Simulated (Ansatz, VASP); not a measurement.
## One calculation of WS2, two programs

```
CELL_PARAMETERS angstrom
3.18791 0.00000 0.03992
0.00000 12.06815 0.00000
-0.07807 0.00000 5.67266
ATOMIC_POSITIONS crystal
W 0.98985 0.52915 0.69217
W 0.01015 0.02915 0.30783
W 0.51140 0.04011 0.90711
W 0.48860 0.54011 0.09289
S 0.98871 0.67762 0.97773
S 0.01129 0.17762 0.02227
S 0.51220 0.14547 0.52633
S 0.48780 0.64547 0.47367
S 0.51014 0.89153 0.19525
S 0.48986 0.39153 0.80475
S 0.98935 0.42412 0.31263
S 0.01065 0.92412 0.68737
```

Alike in both runs: functional PBE; dispersion D3(BJ); k mesh 6 × 2 × 4; occupations gaussian, width 0.1 eV; no spin polarisation.

Ansatz relaxed the structure, and its values are those at the end. VASP's run is a single point on that final structure, the one shown.

|  | VASP | Ansatz |
| --- | --- | --- |
| version | VASP 6.6.1 | Ansatz 0.2.0 |
| potentials or method | VASP PAW PBE potentials, release 64 (W_sv, S), cutoff 520 eV | scalar-relativistic, plane waves, PAW |
| valence electrons in the cell | 104 | 104 |

|  | VASP | Ansatz | Ansatz less VASP |
| --- | --- | --- | --- |
| gap on the k mesh at the Fermi level (eV) | none | none | - |
| pressure (GPa) | -0.1 | -0.1 | 0.00 |
| rms of the force components (eV/Å) | 0.014 | 0.015 | +0.0006 |

A gap of «none» marks a metal or a gap that the smearing closes.

Spin-orbit coupling is off throughout.
